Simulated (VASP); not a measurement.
TiO:

```
Ti O
1.0
     4.98909    0.00000    0.00000
    -2.49454    4.32068    0.00000
     0.00000    0.00000    2.87331
Ti O
3 3
Cartesian
  0.0000 0.0000 0.0000
  0.0000 2.8805 1.4367
  2.4945 1.4402 1.4367
  -0.9839 1.7043 0.0000
  1.9679 0.0000 0.0000
  1.5106 2.6164 0.0000
```

* Program: VASP 6.6.1
* Task: relaxation of cell and atoms
* Functional: PBEsol
* Potentials or basis: VASP PAW PBE potentials, release 64 (Ti_sv, O)
* Cutoff: 600 eV
* k mesh: 6 × 6 × 9
* Occupations: fermi-dirac, width 0.05 eV
* Spin: no spin polarisation

At the start: pressure -5.2 GPa; volume 10.32 Å³/atom.

Question: How do energy, volume and symmetry change on relaxing?

Answer: Over 5 steps the energy falls by 4.1 meV/atom and the volume is 10.08 Å³/atom (-2.3 %); space group P-62m (No. 189, to 0.05 Å).

The path:
```csv
step,energy change (eV),largest force (eV/Å),pressure (GPa),volume (Å³)
1,0.0000,0.0195,-5.22,61.94
2,0.0072,0.1298,6.67,58.97
3,-0.0242,0.0498,0.05,60.53
4,-0.0242,0.0513,0.16,60.50
5,-0.0248,0.0036,0.10,60.50
```

Final structure:
```
Ti O
1.0
     4.95974    0.00000    0.00000
    -2.47987    4.29526    0.00000
     0.00000    0.00000    2.83986
Ti O
3 3
Cartesian
  0.0000 0.0000 0.0000
  0.0000 2.8635 1.4199
  2.4799 1.4318 1.4199
  -0.9790 1.6957 0.0000
  1.9581 0.0000 0.0000
  1.5008 2.5995 0.0000
```

Caveat: the PAW data sets were made with another functional, which shifts forces and pressure a little.
